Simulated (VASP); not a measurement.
Input of a VASP 6.6.1 run:

Contents of INCAR:

```
  PREC = Accurate
  ENCUT = 1340
  EDIFF = 1E-6
  ISMEAR = 0
  SIGMA = 0.01
  LREAL = False
  LASPH = True
  NELM = 120
  ALGO = Normal
  ISIF = 2
  LWAVE = False
  LCHARG = True
  GGA = CA
  LELF = True
  LVHAR = True
  NBANDS = 28
  GGA_COMPAT = False
```

Contents of KPOINTS:

```
regular mesh
0
Gamma
  6 6 6
```

The input POSCAR:

```
BaTiO3
1.0
    4.1602262744      0.0000000000      0.0000000000
    0.0000000000      4.1602262744      0.0000000000
    0.0000000000      0.0000000000      4.1602262744
Ba Ti O
1 1 3
Direct
    0.5000000000      0.5000000000      0.5000000000
    0.0000000000      0.0000000000      0.0000000000
    0.5000000000      0.0000000000      0.0000000000
    0.0000000000      0.5000000000      0.0000000000
    0.0000000000      0.0000000000      0.5000000000
```

Potentials or basis: VASP PAW LDA potentials, release 64 (Ba_sv, Ti_sv, O_h).

Launch:

```sh
$ cat potpaw_LDA.64/Ba_sv/POTCAR potpaw_LDA.64/Ti_sv/POTCAR potpaw_LDA.64/O_h/POTCAR > POTCAR
$ mpirun -np 1 vasp_std > vasp.out
```

Predict the band gap on the k mesh.

1.44 eV (least direct gap 1.67 eV).

Estimate the pressure.

-21.3 GPa.

Caveat: the cell stands under tension; spin-orbit coupling is left out, which moves the levels of the heavy elements. A hybrid or GW would open this gap; LDA tends to underestimate it.
